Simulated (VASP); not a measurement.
Set up this calculation in VASP 6.6.1, as the native input.

| Property | Result |
| --- | --- |
| Task | single point |
| Functional | PBE |
| Dispersion | D3(BJ) |
| Potentials or basis | VASP PAW PBE potentials, release 64 (C) |
| Cutoff | 520 eV |
| k mesh | 21 × 21 × 1 |
| Occupations | gaussian, width 0.1 eV |
| Spin | no spin polarisation |
| Dipole correction | yes |
| Further INCAR settings | ALGO = Normal; EDIFF = 1e-07; NBANDS = 16 |

The structure of C lies in POSCAR:

```
C
1.0
    2.4656961952     -0.0000080696      0.0000000000
    1.2328550860      2.1353515083      0.0000000000
    0.0000000000      0.0000000000     32.6000552997
C
4
Direct
    0.1656235039      0.1656235039      0.4475779043
    0.4989568373      0.4989568373      0.4475920936
    0.4989568373      0.4989568373      0.5524079071
    0.8322901706      0.8322901706      0.5524220951
```

The input as run:

INCAR

```
  PREC = Accurate
  ENCUT = 520
  EDIFF = 1E-7
  ISMEAR = 0
  SIGMA = 0.1
  LREAL = False
  LASPH = True
  NELM = 60
  ALGO = Normal
  ISIF = 2
  LWAVE = False
  LCHARG = False
  LDIPOL = True
  IDIPOL = 3
  DIPOL = 0.5 0.5 0.500
  GGA = PE
  IVDW = 12
  NBANDS = 16
```

KPOINTS

```
regular mesh
0
Gamma
  21 21 1
```

Potentials or basis: VASP PAW PBE potentials, release 64 (C).

Launch:

```bash
$ cat potpaw_PBE.64/C/POTCAR > POTCAR
$ mpirun -np 1 vasp_std > vasp.out
```

Results of the run:

```
Band gap on the k mesh     : zero (filled and empty bands touch)
Dispersion energy per atom : -0.118 eV
```

It took 2.9 min on 1 thread of Intel(R) Xeon(R) Platinum 8488C (Sapphire Rapids), on a shared host, peak memory 0.31 GiB.
